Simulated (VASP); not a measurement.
# Pt (I4/mmm) in VASP: notebook

Runs on Pt. Level: PBE. Tasks: single point.

Program: VASP 6.6.1. These are calculated values, not measurements. Logs are shortened: lines on timing, memory, paths and dates and some standing lists are left out, and cuts for length are marked.

## 1. The cell of the first run

The structure is tetragonal, space group I4/mmm (No. 139). The conventional cell has a = 2.955 Å, b = 2.955 Å, c = 3.869 Å, α = 90.00°, β = 90.00°, γ = 90.00°. Pt (site symmetry 4/mmm) has 14 Pt at 2.85 to 3.87 Å within 3.9 Å.

## 2. Single point, PBE (16.89 Å³/atom)

The input, INCAR:

```
PREC     = Accurate       # precision mode
ENCUT    = 520            # plane-wave cutoff, eV
EDIFF    = 1E-7           # SCF threshold, eV
ISMEAR   = 0              # smearing method
SIGMA    = 0.15           # smearing width, eV
LREAL    = False          # projectors in reciprocal space
LASPH    = True           # aspherical terms in the spheres
NELM     = 100            # most SCF steps
ALGO     = Fast           # electronic algorithm
ISIF     = 2              # what is computed and relaxed
LWAVE    = False          # write WAVECAR
LCHARG   = False          # write CHGCAR
GGA      = PE             # functional
NBANDS   = 11             # bands
```

The input, KPOINTS:

```
Automatic mesh
0
Gamma
  22 22 22
```

The input, POSCAR:

```
Pt
1.0
    0.0000000000      2.0896273356      1.9343680246
    2.0896273356      0.0000000000      1.9343680246
    2.0896273356      2.0896273356      0.0000000000
Pt
1
Direct
    0.0000000000      0.0000000000      0.0000000000
```

Potentials or basis: VASP PAW PBE potentials, release 64 (Pt).

The run is started by

```bash
$ cat potpaw_PBE.64/Pt/POTCAR > POTCAR
$ mpirun -np 1 vasp_std > vasp.out
```

OUTCAR:

```text
PREC = Accurate
   ENCUT = 520
   EDIFF = 1E-7
   ISMEAR = 0
   LREAL = False
   LASPH = True
   NELM = 100
   ISIF = 2
   GGA = PE

 ion  position               nearest neighbor table
   1  0.000  0.000  0.000-

  LATTYP: Found a body centered tetragonal cell.
 ALAT       =     2.9551793183
 C/A-ratio  =     1.3091374947

  Lattice vectors:

 A1 = (   0.0000000000,  -2.0896273356,  -1.9343680246)
 A2 = (   0.0000000000,   2.0896273356,  -1.9343680246)
 A3 = (   2.0896273356,   0.0000000000,   1.9343680246)

Analysis of symmetry for initial positions (statically):
=====================================================================
 Subroutine PRICEL returns:
 Original cell was already a primitive cell.

 Routine SETGRP: Setting up the symmetry group for a
 body centered tetragonal supercell.

 Subroutine GETGRP returns: Found 16 space group operations
 (whereof 16 operations were pure point group operations)
 out of a pool of 16 trial point group operations.

The static configuration has the point symmetry D_4h.

Analysis of symmetry for dynamics (positions and initial velocities):
=====================================================================
 Subroutine PRICEL returns:
 Original cell was already a primitive cell.

 Routine SETGRP: Setting up the symmetry group for a
 body centered tetragonal supercell.

 Subroutine GETGRP returns: Found 16 space group operations
 (whereof 16 operations were pure point group operations)
 out of a pool of 16 trial point group operations.

The dynamic configuration has the point symmetry D_4h.

 Subroutine INISYM returns: Found 16 space group operations
 (whereof 16 operations are pure point group operations),
 and found     1 'primitive' translations

----------------------------------------------------------------------------------------

                                     Primitive cell

  volume of cell :      16.8930

  direct lattice vectors                    reciprocal lattice vectors
     0.000000000  2.089627336  1.934368025    -0.239277115  0.239277115  0.258482354
     2.089627336  0.000000000  1.934368025     0.239277115 -0.239277115  0.258482354
     2.089627336  2.089627336  0.000000000     0.239277115  0.239277115 -0.258482354

  length of vectors
     2.847511555  2.847511555  2.955179318     0.425817100  0.425817100  0.425817100

  position of ions in fractional coordinates (direct lattice)
     0.000000000  0.000000000  0.000000000

  ion indices of the primitive-cell ions
   primitive index   ion index
                 1           1

----------------------------------------------------------------------------------------

 KPOINTS: Automatic mesh

Automatic generation of k-mesh.
 Grid dimensions read from file:
 generate k-points for:   22   22   22

 Generating k-lattice:

  Cartesian coordinates                     Fractional coordinates (reciprocal lattice)
    -0.010876232  0.010876232  0.011749198     0.045454545  0.000000000  0.000000000
     0.010876232 -0.010876232  0.011749198     0.000000000  0.045454545  0.000000000
     0.010876232  0.010876232 -0.011749198     0.000000000  0.000000000  0.045454545

  Length of vectors
     0.019355323  0.019355323  0.019355323

  Shift w.r.t. Gamma in fractional coordinates (k-lattice)
     0.000000000  0.000000000  0.000000000

 Subroutine IBZKPT returns following result:
 ===========================================

 Found    834 irreducible k-points:

 Following reciprocal coordinates:
            Coordinates               Weight
  0.000000  0.000000  0.000000      1.000000
  0.045455  0.000000  0.000000      8.000000
  0.090909  0.000000  0.000000      8.000000
  0.136364  0.000000  0.000000      8.000000
  0.181818  0.000000  0.000000      8.000000
  0.227273  0.000000  0.000000      8.000000
[... 16 lines left out ...]
  0.500000  0.045455  0.000000      8.000000
 -0.454545  0.045455  0.000000      8.000000
 [... further k-points ...]
   k-points           NKPTS =    834   k-points in BZ     NKDIM =    834   number of bands    NBANDS=     11
   number of dos      NEDOS =    301   number of ions     NIONS =      1
   total plane-waves  NPLWV =  13824
   dimension x,y,z NGX =    24 NGY =   24 NGZ =   24
   dimension x,y,z NGXF=    48 NGYF=   48 NGZF=   48
   ions per type =               1
   NGX,Y,Z   is equivalent  to a cutoff of  14.01, 14.01, 13.50 a.u.
   NGXF,Y,Z  is equivalent  to a cutoff of  28.02, 28.02, 27.00 a.u.
 SYSTEM =  unknown system
   PREC   = accura    normal or accurate (medium, high low for compatibility)
   ISTART =      0    job   : 0-new  1-cont  2-samecut
   ICHARG =      2    charge: 1-file 2-atom 10-const
   ISPIN  =      1    spin polarized calculation?
   LNONCOLLINEAR =      F non collinear calculations
   LSORBIT =      F    spin-orbit coupling
   LASPH  =      T    aspherical Exc in radial PAW
   ENCUT  =  520.0 eV  38.22 Ry    6.18 a.u.   5.29  5.29  5.49*2*pi/ulx,y,z
   NELM   =    100;   NELMIN=  2; NELMDL= -5     # of ELM steps
   EDIFF  = 0.1E-06   stopping-criterion for ELM
   LREAL  =      F    real-space projection
   EDIFFG = 0.1E-05   stopping-criterion for IOM
   NSW    =      0    number of steps for IOM
   IBRION =     -1    ionic relax: 0-MD 1-quasi-New 2-CG
   NFREE  =      0    steps in history (QN), initial steepest desc. (CG)
   ISIF   =      2    stress and relaxation
   ISYM   =      2    0-nonsym 1-usesym 2-fastsym
   POTIM  = 0.5000    time-step for ionic-motion
   TEBEG  =    0.0;   TEEND  =   0.0 temperature during run
   PSTRESS=    0.0 pullay stress
   NELECT =      10.0000    total number of electrons
   NUPDOWN=      -1.0000    fix difference up-down
   EMIN   =  10.00;   EMAX   =-10.00  energy-range for DOS
   EFERMI =   0.00;   METHOD = LEGACY
   ISMEAR =     0;   SIGMA  =   0.15  broadening in eV -4-tet -1-fermi 0-gaus
   EFERMI_NEDOS =   21; number of points for ismear=-14 and -15
   IALGO  =     68    algorithm
   IMIX   =      4    mixing-type and parameters
     AMIX     =   0.40;   BMIX     =  1.00
     AMIX_MAG =   1.60;   BMIX_MAG =  1.00
  volume/ion in A,a.u.               =      16.89       114.00
  Fermi-wavevector in a.u.,A,eV,Ry     =   1.374588  2.597595 25.708104  1.889492
  Thomas-Fermi vector in A             =   2.500001
   LORBIT       =      0    0 simple, 1 ext, 2 COOP (PROOUT), +10 PAW based schemes
   GGA     = PE    functional components
   LHFCALC =     F    Hartree Fock is set to
   AEXX    =    0.0000 exact exchange contribution
   IVDW    =     0    specifies the selected vdW correction
   LEPSILON=     F    determine dielectric tensor
   LRPA    =     F    only Hartree local field effects (RPA)
 non-spin polarized calculation
 RMM-DIIS sequential band-by-band and
 Gauss-broadening in eV      SIGMA  =   0.15
  energy-cutoff  :      520.00
  volume of cell :       16.89
 maximum number of plane-waves:       471
 NGX is ok and might be reduce to    24
   NGX = 11   NGY = 11   NGZ = 11

 number of electron      10.0000000 magnetization

 number of electron       9.9999999 magnetization

 Free energy of the ion-electron system (eV)
  ---------------------------------------------------
  ext. energy  EPLUGINS =         0.00000000
  ---------------------------------------------------
  free energy    TOTEN  =        -6.03278953 eV

  energy without entropy =       -6.00920618  energy(sigma->0) =       -6.02099785

 E-fermi :   9.1810     XC(G=0): -12.8155

 val. band max:        9.1799660063   @ k =  -0.4091   0.3182   0.0455
 cond. band min:       9.1813534644   @ k =  -0.2727   0.2273   0.1818
 fundamental gap:      0.0013874580
 Fermi energy:         9.1810328970

 k-point     1 :       0.0000    0.0000    0.0000
  band No.  band energies     occupation
      1       0.2145      2.00000
      2       5.8512      2.00000
      3       5.8512      2.00000
      4       6.5813      2.00000
      5       7.4085      2.00000
      6       8.2234      2.00000
      7      24.1921      0.00000
      8      27.8970      0.00000
      9      27.8970      0.00000
     10      29.5662      0.00000
     11      33.5068      0.00000

 k-point     2 :       0.0455    0.0000    0.0000
  band No.  band energies     occupation
      1       0.2896      2.00000
      2       5.8464      2.00000
      3       5.8793      2.00000
      4       6.5824      2.00000
      5       7.4013      2.00000
      6       8.2022      2.00000
      7      24.2966      0.00000
      8      27.6705      0.00000
      9      28.0009      0.00000
     10      29.4072      0.00000
     11      33.9949      0.00000

 k-point     3 :       0.0909    0.0000    0.0000
  band No.  band energies     occupation
      1       0.5108      2.00000
      2       5.8238      2.00000
      3       5.9536      2.00000
      4       6.5975      2.00000
      5       7.3910      2.00000
      6       8.1463      2.00000
      7      24.5839      0.00000
      8      26.8694      0.00000
      9      28.3055      0.00000
     10      29.4245      0.00000
     11      34.4729      0.00000

 k-point     4 :       0.1364    0.0000    0.0000
  band No.  band energies     occupation
      1       0.8652      2.00000
      2       5.7748      2.00000
      3       6.0424      2.00000
      4       6.6429      2.00000
      5       7.4125      2.00000
      6       8.0787      2.00000
      7      24.9300      0.00000
      8      25.7189      0.00000
      9      28.7883      0.00000
     10      29.7898      0.00000
     11      33.2721      0.00000
[... 239 lines left out ...]
 k-point    22 :       0.4545    0.0455    0.0000
  band No.  band energies     occupation
      1       3.0631      2.00000
      2       5.7385      2.00000
      3       6.3978      2.00000
      4       7.9935      2.00000
      5       9.3662      0.08082
      6       9.5203      0.00138
      7      15.0934      0.00000
      8      23.7241      0.00000
      9      26.5779      0.00000
     10      28.5965      0.00000
     11      34.5933      0.00000

 k-point    23 :       0.5000    0.0455    0.0000
  band No.  band energies     occupation
      1       3.0680      2.00000
      2       5.7065      2.00000
      3       6.3605      2.00000
      4       8.3414      2.00000
      5       9.4238      0.02209
      6       9.9071      0.00000
      7      14.3043      0.00000
      8      23.6027      0.00000
      9      26.4793      0.00000
     10      28.1770      0.00000
     11      34.9568      0.00000

 k-point    24 :      -0.4545    0.0455    0.0000
  band No.  band energies     occupation
      1       3.0659      2.00000
      2       5.7109      2.00000
      3       6.3603      2.00000
      4       8.3443      2.00000
      5       9.3265      0.17020
      6       9.7409      0.00000
      7      14.5730      0.00000
      8      23.6385      0.00000
      9      26.7344      0.00000
     10      28.0286      0.00000
     11      34.9958      0.00000

 [... further k-points ...]

------------------------ aborting loop because EDIFF is reached ----------------------------------------

  FORCE on cell =-STRESS in cart. coord.  units (eV):
  Direction    XX          YY          ZZ          XY          YZ          ZX
  --------------------------------------------------------------------------------------
  -------------------------------------------------------------------------------------
  Total       -1.7362080     -1.7362080     -1.3802996      0.0000000      0.0000000      0.0000000
  in kB     -164.6666145   -164.6666145   -130.9113043      0.0000000      0.0000000      0.0000000
  external PRESSURE =    -153.4148444 kB  Pullay stress =       0.0000000 kB

 VOLUME and BASIS-vectors are now :
 -----------------------------------------------------------------------------
  energy-cutoff  :      520.00
  volume of cell :       16.89
      direct lattice vectors                 reciprocal lattice vectors
     0.000000000  2.089627336  1.934368025    -0.239277115  0.239277115  0.258482354
     2.089627336  0.000000000  1.934368025     0.239277115 -0.239277115  0.258482354
     2.089627336  2.089627336  0.000000000     0.239277115  0.239277115 -0.258482354

 POSITION                                       TOTAL-FORCE (eV/Angst)
 -----------------------------------------------------------------------------------
      0.00000      0.00000      0.00000         0.000000      0.000000     -0.000000
 -----------------------------------------------------------------------------------
    total drift:                                0.000000      0.000000     -0.000000

  FREE ENERGIE OF THE ION-ELECTRON SYSTEM (eV)
  ---------------------------------------------------
  free  energy   TOTEN  =        -6.0327895297 eV

  energy  without entropy=       -6.0092061776  energy(sigma->0) =       -6.02099785
```

Run time: 51 s. Hardware: 1 thread of Intel Xeon 6975P-C (Granite Rapids), shared host; peak memory 0.27 GiB.

Results:

- Free energy: -6.0328 eV
- Pressure: -15.3 GPa
- Band gap on the k mesh: zero (bands 5 and 6 overlap by 2.12 eV)

Levels at points of the mesh, in eV from the Fermi level:
```csv
k point,band 3,band 4,band 5,band 6,band 7,band 8
"(0.00, 0.00, 0.00)",-3.33,-2.60,-1.77,-0.96,15.01,18.72
"(0.50, 0.00, 0.00)",-2.76,-0.16,0.03,0.24,5.09,14.29
"(0.50, 0.50, 0.00)",0.01,0.44,0.44,3.00,8.96,10.18
"(0.50, 0.00, 0.50)",-0.04,0.11,0.66,1.61,7.19,11.39
```

Caveat: the cell stands under tension; spin-orbit coupling is left out, which moves the levels of the heavy elements.

## 3. Single point, PBE (16.89 Å³/atom)

The input, INCAR:

```
SYSTEM = Pt
  PREC = Accurate
  ENCUT = 520
  EDIFF = 1E-6
  ISMEAR = 0
  SIGMA = 0.15
  LREAL = .False.
  LASPH = .True.
  NELM = 60
  ALGO = Fast
  ISIF = 2
  LWAVE = .False.
  LCHARG = .False.
  GGA = PE
  NBANDS = 11
```

The input, KPOINTS:

```
Automatic mesh
0
Gamma
  22 22 22
  0 0 0
```

The input, POSCAR:

```
Pt
1.0
    0.0000000000      2.2000439679      1.7450748753
    2.2000439679      0.0000000000      1.7450748753
    2.2000439679      2.2000439679      0.0000000000
Pt
1
Direct
    0.0000000000      0.0000000000      0.0000000000
```

Potentials or basis: VASP PAW PBE potentials, release 64 (Pt).

The run is started by

```bash
$ cat potpaw_PBE.64/Pt/POTCAR > POTCAR
$ mpirun -np 1 vasp_std > vasp.out
```

It took 54 s on 1 thread of Intel Xeon 6975P-C (Granite Rapids), shared host; peak memory 0.27 GiB.

Results (log left out):

| Property | Result |
| --- | --- |
| Free energy | -5.9839 eV |
| Pressure | -13.9 GPa |
| Band gap on the k mesh | zero (bands 5 and 6 overlap by 1.93 eV) |

Stress tensor (GPa, compression positive):
```
-15.45   0.00   0.00
  0.00 -15.45   0.00
  0.00   0.00 -10.71
```

Levels at points of the mesh, in eV from the Fermi level:
| k point | band 3 | band 4 | band 5 | band 6 | band 7 | band 8 |
| --- | --- | --- | --- | --- | --- | --- |
| (0.00, 0.00, 0.00) | -3.34 | -2.55 | -1.53 | -0.60 | 15.92 | 17.79 |
| (0.50, 0.00, 0.00) | -1.75 | -0.48 | 0.27 | 0.73 | 5.45 | 13.71 |
| (0.50, 0.50, 0.00) | 0.25 | 0.51 | 0.51 | 5.42 | 8.64 | 8.64 |
| (0.50, 0.00, 0.50) | -0.44 | -0.31 | 0.95 | 0.95 | 6.36 | 12.37 |

Caveat: the cell stands under tension; spin-orbit coupling is left out, which moves the levels of the heavy elements.
